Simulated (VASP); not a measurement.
Al5Ru3 (a cell with a defect): single point with PBE

The system is Al5Ru3 (a cell with a defect).

```
Al Ru
1.0
    -3.00418    3.00418    3.00418
     3.00418   -3.00418    3.00418
     3.00418    3.00418   -3.00418
Al Ru
5 3
Direct
  0.00000 0.00000 0.00000
  0.50000 0.50000 0.00000
  0.50000 0.00000 0.50000
  0.00000 0.50000 0.50000
  0.50000 0.50000 0.50000
  0.00000 0.00000 0.50000
  0.00000 0.50000 0.00000
  0.50000 0.00000 0.00000
```

```json
{"Program": "VASP 6.6.1", "Task": "single point", "Functional": "PBE", "Potentials or basis": "VASP PAW PBE potentials, release 64 (Al, Ru_pv)", "Cutoff": "520 eV", "k mesh": "6 × 6 × 6, shifted", "Occupations": "gaussian, width 0.1 eV", "Spin": "no spin polarisation", "Dipole correction": "no", "Further INCAR settings": "ALGO = Normal; EDIFF = 1e-06; NBANDS = 38"}
```

- Pressure: 3.9 GPa

Levels at points of the mesh, in eV from the Fermi level:
```tsv
k point	band 26	band 27	band 28	band 29	band 30	band 31
(0.08, 0.08, 0.08)	-0.89	-0.78	-0.78	-0.63	-0.63	1.59
```

It took 42 s on 1 thread of Intel(R) Xeon(R) 6975P-C (Granite Rapids), with other jobs on the host, peak memory 0.24 GiB.
